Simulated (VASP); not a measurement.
# Ti (Im-3m) in VASP: a series of runs, part 2 of 2

VASP 6.6.1.

**3. Relaxation of cell and atoms, PBEsol, target pressure 20 GPa, at which the enthalpy is minimised**

Contents of INCAR:

```
PREC = Accurate
ENCUT = 600
EDIFF = 1E-6
ISMEAR = -1
SIGMA = 0.05
LREAL = F
LASPH = T
NELM = 100
ALGO = Normal
ISIF = 3
LWAVE = F
LCHARG = F
GGA = PS
IBRION = 2
NSW = 60
EDIFFG = -0.01
PSTRESS = 200.0
```

Contents of KPOINTS:

```
Automatic mesh
0
Gamma
  11 11 11
```

Contents of POSCAR:

```
Ti
1.0
   -1.6410000000      1.6410000000      1.6410000000
    1.6410000000     -1.6410000000      1.6410000000
    1.6410000000      1.6410000000     -1.6410000000
Ti
1
Direct
    0.0000000000      0.0000000000      0.0000000000
```

Potentials or basis: VASP PAW PBE potentials, release 64 (Ti_sv).

Command:

```console
cat potpaw_PBE.64/Ti_sv/POTCAR > POTCAR
mpirun -np 1 vasp_std > vasp.out
```

OUTCAR:

```text
PREC = Accurate
   ENCUT = 600
   EDIFF = 1E-6
   ISMEAR = -1
   LREAL = F
   LASPH = T
   NELM = 100
   ISIF = 3
   GGA = PS
   IBRION = 2
   NSW = 60
   EDIFFG = -0.01
   PSTRESS = 200.0

 ion  position               nearest neighbor table
   1  0.000  0.000  0.000-

  LATTYP: Found a body centered cubic cell.
 ALAT       =     3.2820000000

  Lattice vectors:

 A1 = (  -1.6410000000,   1.6410000000,   1.6410000000)
 A2 = (   1.6410000000,  -1.6410000000,   1.6410000000)
 A3 = (   1.6410000000,   1.6410000000,  -1.6410000000)

Analysis of symmetry for initial positions (statically):
=====================================================================
 Subroutine PRICEL returns:
 Original cell was already a primitive cell.

 Routine SETGRP: Setting up the symmetry group for a
 body centered cubic supercell.

 Subroutine GETGRP returns: Found 48 space group operations
[... 9 lines left out ...]

 Routine SETGRP: Setting up the symmetry group for a
 body centered cubic supercell.

 Subroutine GETGRP returns: Found 48 space group operations
[... 11 lines left out ...]
                                     Primitive cell

  volume of cell :      17.6761

  direct lattice vectors                    reciprocal lattice vectors
    -1.641000000  1.641000000  1.641000000     0.000000000  0.304692261  0.304692261
     1.641000000 -1.641000000  1.641000000     0.304692261  0.000000000  0.304692261
     1.641000000  1.641000000 -1.641000000     0.304692261  0.304692261  0.000000000

  length of vectors
     2.842295375  2.842295375  2.842295375     0.430899928  0.430899928  0.430899928

  position of ions in fractional coordinates (direct lattice)
     0.000000000  0.000000000  0.000000000

  ion indices of the primitive-cell ions
   primitive index   ion index
                 1           1

----------------------------------------------------------------------------------------

 KPOINTS: Automatic mesh

Automatic generation of k-mesh.
 Grid dimensions read from file:
 generate k-points for:   11   11   11

 Generating k-lattice:

  Cartesian coordinates                     Fractional coordinates (reciprocal lattice)
     0.000000000  0.027699296  0.027699296     0.090909091  0.000000000  0.000000000
     0.027699296  0.000000000  0.027699296     0.000000000  0.090909091  0.000000000
     0.027699296  0.027699296  0.000000000     0.000000000  0.000000000  0.090909091

  Length of vectors
     0.039172721  0.039172721  0.039172721

  Shift w.r.t. Gamma in fractional coordinates (k-lattice)
     0.000000000  0.000000000  0.000000000

 Subroutine IBZKPT returns following result:
 ===========================================

 Found     56 irreducible k-points:

 Following reciprocal coordinates:
            Coordinates               Weight
  0.000000  0.000000  0.000000      1.000000
  0.090909  0.000000  0.000000     12.000000
  0.181818  0.000000  0.000000     12.000000
  0.272727  0.000000  0.000000     12.000000
  0.363636  0.000000  0.000000     12.000000
  0.454545  0.000000  0.000000     12.000000
[... 16 lines left out ...]
  0.272727  0.181818  0.090909     48.000000
  0.363636  0.181818  0.090909     24.000000
 [... further k-points ...]
   k-points           NKPTS =     56   k-points in BZ     NKDIM =     56   number of bands    NBANDS=     10
   number of dos      NEDOS =    301   number of ions     NIONS =      1
   total plane-waves  NPLWV =  13824
   dimension x,y,z NGX =    24 NGY =   24 NGZ =   24
   dimension x,y,z NGXF=    48 NGYF=   48 NGZF=   48
   ions per type =               1
   NGX,Y,Z   is equivalent  to a cutoff of  14.04, 14.04, 14.04 a.u.
   NGXF,Y,Z  is equivalent  to a cutoff of  28.08, 28.08, 28.08 a.u.
 SYSTEM =  unknown system
   PREC   = accura    normal or accurate (medium, high low for compatibility)
   ISTART =      0    job   : 0-new  1-cont  2-samecut
   ICHARG =      2    charge: 1-file 2-atom 10-const
   ISPIN  =      1    spin polarized calculation?
   LNONCOLLINEAR =      F non collinear calculations
   LSORBIT =      F    spin-orbit coupling
   LASPH  =      T    aspherical Exc in radial PAW
   ENCUT  =  600.0 eV  44.10 Ry    6.64 a.u.   5.68  5.68  5.68*2*pi/ulx,y,z
   NELM   =    100;   NELMIN=  2; NELMDL= -5     # of ELM steps
   EDIFF  = 0.1E-05   stopping-criterion for ELM
   LREAL  =      F    real-space projection
   EDIFFG = -.1E-01   stopping-criterion for IOM
   NSW    =     60    number of steps for IOM
   IBRION =      2    ionic relax: 0-MD 1-quasi-New 2-CG
   NFREE  =      1    steps in history (QN), initial steepest desc. (CG)
   ISIF   =      3    stress and relaxation
   ISYM   =      2    0-nonsym 1-usesym 2-fastsym
   POTIM  = 0.5000    time-step for ionic-motion
   TEBEG  =    0.0;   TEEND  =   0.0 temperature during run
   PSTRESS=  200.0 pullay stress
   NELECT =      12.0000    total number of electrons
   NUPDOWN=      -1.0000    fix difference up-down
   EMIN   =  10.00;   EMAX   =-10.00  energy-range for DOS
   EFERMI =   0.00;   METHOD = LEGACY
   ISMEAR =    -1;   SIGMA  =   0.05  broadening in eV -4-tet -1-fermi 0-gaus
   EFERMI_NEDOS =   21; number of points for ismear=-14 and -15
   IALGO  =     38    algorithm
   IMIX   =      4    mixing-type and parameters
     AMIX     =   0.40;   BMIX     =  1.00
     AMIX_MAG =   1.60;   BMIX_MAG =  1.00
  volume/ion in A,a.u.               =      17.68       119.28
  Fermi-wavevector in a.u.,A,eV,Ry     =   1.438821  2.718977 28.166848  2.070205
  Thomas-Fermi vector in A             =   2.557745
   LORBIT       =      0    0 simple, 1 ext, 2 COOP (PROOUT), +10 PAW based schemes
   GGA     = PS    functional components
   LHFCALC =     F    Hartree Fock is set to
   AEXX    =    0.0000 exact exchange contribution
   IVDW    =     0    specifies the selected vdW correction
   LEPSILON=     F    determine dielectric tensor
   LRPA    =     F    only Hartree local field effects (RPA)
 conjugate gradient relaxation of ions
 non-spin polarized calculation
  energy-cutoff  :      600.00
  volume of cell :       17.68
 maximum number of plane-waves:       603
   NGX = 11   NGY = 11   NGZ = 11

--------------------------------------- Ionic step        1  -------------------------------------------

 number of electron      12.0000001 magnetization

 Free energy of the ion-electron system (eV)
  ---------------------------------------------------
  ext. energy  EPLUGINS =         0.00000000
  ---------------------------------------------------
  free energy    TOTEN  =        -8.21747642 eV

  energy without entropy =       -8.19496695  energy(sigma->0) =       -8.20622169

------------------------ aborting loop because EDIFF is reached ----------------------------------------

  FORCE on cell =-STRESS in cart. coord.  units (eV):
  Direction    XX          YY          ZZ          XY          YZ          ZX
  --------------------------------------------------------------------------------------
  -------------------------------------------------------------------------------------
  Total       -0.7624666     -0.7624666     -0.7624666      0.0000000      0.0000000     -0.0000000
  in kB      -69.1107621    -69.1107621    -69.1107621      0.0000000      0.0000000     -0.0000000
  external PRESSURE =    -269.1107621 kB  Pullay stress =     200.0000000 kB
[... 59 lines left out ...]
  enthalpy is  TOTEN    =        -5.8303621281 eV   P V=        1.3877019115

--------------------------------------- Ionic step        3  -------------------------------------------

 number of electron      12.0000000 magnetization

 E-fermi :   9.9598     XC(G=0): -12.5307

 val. band max:        9.9521792775   @ k =   0.2727   0.2727   0.0000
 cond. band min:      10.0331962360   @ k =   0.2727   0.0000   0.0000
 fundamental gap:      0.0810169585
 Fermi energy:         9.9597847599

 k-point     1 :       0.0000    0.0000    0.0000
  band No.  band energies     occupation
      1     -45.9891      2.00000
      2     -21.6459      2.00000
      3     -21.6459      2.00000
      4     -21.6459      2.00000
      5       3.7039      2.00000
      6      11.1183      0.00000
      7      11.1183      0.00000
      8      11.1183      0.00000
      9      13.3289      0.00000
     10      13.3289      0.00000
[... 444 lines left out ...]
  enthalpy is  TOTEN    =        -6.3356118862 eV   P V=        1.7919451605

--------------------------------------- Ionic step        7  -------------------------------------------

 number of electron      12.0000001 magnetization

 Free energy of the ion-electron system (eV)
  ---------------------------------------------------
  ext. energy  EPLUGINS =         0.00000000
  ---------------------------------------------------
  free energy    TOTEN  =        -8.12192840 eV

  energy without entropy =       -8.10850978  energy(sigma->0) =       -8.11521909

 E-fermi :  10.0941     XC(G=0): -12.5875

 val. band max:       10.0930800979   @ k =   0.2727   0.2727   0.0000
 cond. band min:      10.1574705647   @ k =   0.2727   0.0000   0.0000
 fundamental gap:      0.0643904668
 Fermi energy:        10.0940817997

 k-point     1 :       0.0000    0.0000    0.0000
  band No.  band energies     occupation
      1     -45.8405      2.00000
      2     -21.4731      2.00000
      3     -21.4731      2.00000
      4     -21.4731      2.00000
      5       3.8229      2.00000
      6      11.2590      0.00000
      7      11.2590      0.00000
      8      11.2590      0.00000
      9      13.4987      0.00000
     10      13.4987      0.00000
[... 327 lines left out ...]
  FREE ENERGIE OF THE ION-ELECTRON SYSTEM (eV)
  ---------------------------------------------------
  free  energy   TOTEN  =        -8.1219284035 eV

  energy  without entropy=       -8.1085097769  energy(sigma->0) =       -8.11521909

  enthalpy is  TOTEN    =        -6.3356878586 eV   P V=        1.7862405449

 reached required accuracy - stopping structural energy minimisation
```

OSZICAR:

```text
N       E                     dE             d eps       ncg     rms          rms(c)
DAV:   1     0.789935747239E+02    0.78994E+02   -0.73449E+03  1120   0.159E+03
[... 72 lines left out ...]
DAV:   1    -0.812368812527E+01    0.38688E-02   -0.42245E-02  1132   0.328E+00    0.396E-01
DAV:   2    -0.812189748902E+01    0.17906E-02   -0.59811E-03  1248   0.113E+00    0.840E-02
DAV:   3    -0.812183791164E+01    0.59577E-04   -0.69666E-04  1364   0.241E-01    0.302E-02
DAV:   4    -0.812188431959E+01   -0.46408E-04   -0.11645E-04  1516   0.769E-02    0.177E-02
DAV:   5    -0.812192336781E+01   -0.39048E-04   -0.77853E-05  1608   0.506E-02    0.126E-02
DAV:   6    -0.812192778888E+01   -0.44211E-05   -0.50962E-06  1150   0.252E-02    0.206E-03
DAV:   7    -0.812192840353E+01   -0.61465E-06   -0.80865E-07   874   0.732E-03
   7 F= -.63356879E+01 E0= -.63289785E+01  d E =-.815937E-04
```

Wall time 22 s (1 thread of Intel Xeon 6975P-C (Granite Rapids), shared host); peak memory 0.15 GiB.

What came out:

| Quantity | Value |
| --- | --- |
| Free energy | -8.1219 eV |
| Relaxed volume | 14.31 Å³/atom |
| Relaxed cell | a = 2.649 Å, b = 2.649 Å, c = 2.649 Å, α = 109.47°, β = 109.47°, γ = 109.47° |
| Space group after relaxing (to 0.05 Å) | Im-3m (No. 229) |
| Energy change on relaxing (the enthalpy is what falls) | +95.5 meV/atom |
| Ionic steps | 7 |
| Pressure after relaxing | 19.9 GPa |
| Band gap on the k mesh | zero (band 6 reaches 11.26 eV, above the bottom of band 7 at 9.33 eV) |

The path:
```tsv
step	energy change (eV)	largest force (eV/Å)	pressure (GPa)	volume (Å³)
1	0.0000	0.0000	-6.91	17.68
2	0.9994	0.0000	79.14	11.12
3	0.0765	0.0000	18.13	14.47
4	0.0936	0.0000	19.81	14.33
5	0.1014	0.0000	20.56	14.26
6	0.0899	0.0000	19.46	14.36
7	0.0955	0.0000	19.94	14.31
```

Final structure:
```yaml
crystal:
  lattice:
    - [-1.52940, 1.52940, 1.52940]
    - [1.52940, -1.52940, 1.52940]
    - [1.52940, 1.52940, -1.52940]
  atoms:
    - { symbol: Ti, position: [0.00000, 0.00000, 0.00000] }
```

Levels at points of the mesh, in eV from the Fermi level:
```tsv
k point	band 4	band 5	band 6	band 7	band 8	band 9
(0.00, 0.00, 0.00)	-31.57	-6.27	1.16	1.16	1.16	3.40
```

Caveat: the cell is relaxed towards a set pressure, so the enthalpy falls and the energy may rise; the volume moved by over 15 % at a fixed basis, so the end points are rough; the PAW data sets were made with another functional, which shifts forces and pressure a little.

**4. Relaxation of cell and atoms, PBEsol, target pressure 30 GPa, at which the enthalpy is minimised**

Contents of INCAR:

```
SYSTEM = Ti
PREC     = Accurate       ! precision mode
ENCUT    = 600            ! plane-wave cutoff, eV
EDIFF    = 1E-6           ! SCF threshold, eV
ISMEAR   = -1             ! smearing method
SIGMA    = 0.05           ! smearing width, eV
LREAL    = .FALSE.        ! projectors in reciprocal space
LASPH    = .TRUE.         ! aspherical terms in the spheres
NELM     = 100            ! most SCF steps
ALGO     = Normal         ! electronic algorithm
ISIF     = 3              ! what is computed and relaxed
LWAVE    = .FALSE.        ! write WAVECAR
LCHARG   = .FALSE.        ! write CHGCAR
GGA      = PS             ! functional
IBRION   = 2              ! ionic algorithm
NSW      = 60             ! ionic steps
EDIFFG   = -0.01          ! ionic threshold
PSTRESS  = 300.0
```

Contents of KPOINTS:

```
regular mesh
0
G
  11 11 11
  0 0 0
```

POSCAR is that of step 3.

Command:

```console
cat potpaw_PBE.64/Ti_sv/POTCAR > POTCAR
mpirun -np 1 vasp_std > vasp.out
```

It took 17 s on 1 thread of Intel Xeon 6975P-C (Granite Rapids), shared host; peak memory 0.16 GiB.

It converged, with:

```yaml
Free_energy: -8.0017 eV
Relaxed_volume: 13.54 Å³/atom
Relaxed_cell: a = 2.600 Å, b = 2.600 Å, c = 2.600 Å, α = 109.47°, β = 109.47°, γ = 109.47°
Space_group_after_relaxing_to_0.05_Å: Im-3m (No. 229)
Energy_change_on_relaxing_the_enthalpy_is_what_falls: +215.8 meV/atom
Ionic_steps: 5
Pressure_after_relaxing: 30.1 GPa
Band_gap_on_the_k_mesh: zero (band 6 reaches 11.98 eV, above the bottom of band 7 at 9.95 eV)
```

Step by step:
```tsv
step	energy change (eV)	largest force (eV/Å)	pressure (GPa)	volume (Å³)
1	0.0000	0.0000	-6.91	17.68
2	2.3978	0.0000	159.26	9.17
3	0.1533	0.0000	25.29	13.90
4	0.2005	0.0000	28.88	13.62
5	0.2158	0.0000	30.05	13.54
```

Final structure:
```
Ti
1.0
    -1.50131    1.50131    1.50131
     1.50131   -1.50131    1.50131
     1.50131    1.50131   -1.50131
Ti
1
Direct
  0.00000 0.00000 0.00000
```

Levels at points of the mesh, in eV from the Fermi level:
```
           k point  band 2  band 3  band 4  band 5  band 6  band 7  band 8  band 9  band 10
(0.00, 0.00, 0.00)  -31.38  -31.38  -31.38   -6.35    1.19    1.19    1.19    3.58     3.58
```

Caveat: the cell is relaxed towards a set pressure, so the enthalpy falls and the energy may rise; the volume moved by over 15 % at a fixed basis, so the end points are rough; the PAW data sets were made with another functional, which shifts forces and pressure a little.

**5. Overview**

| cell | gap on the mesh (eV) | pressure (GPa) |
| --- | --- | --- |
| relaxed to 10 GPa | none | 10.0 |
| relaxed to 20 GPa | none | 19.9 |
| relaxed to 30 GPa | none | 30.1 |

Alike in all rows: task relaxation of cell and atoms; level PBEsol; potentials or basis VASP PAW PBE potentials, release 64 (Ti_sv); no spin polarisation; k mesh 11 × 11 × 11; cutoff (eV) 600; smearing fermi-dirac 0.05 eV.

Caveats: the cell is relaxed towards a set pressure, so the enthalpy falls and the energy may rise; the PAW data sets were made with another functional, which shifts forces and pressure a little; the volume moved by over 15 % at a fixed basis, so the end points are rough (some runs).

Absolute energies hang on the potentials; compare differences alone.
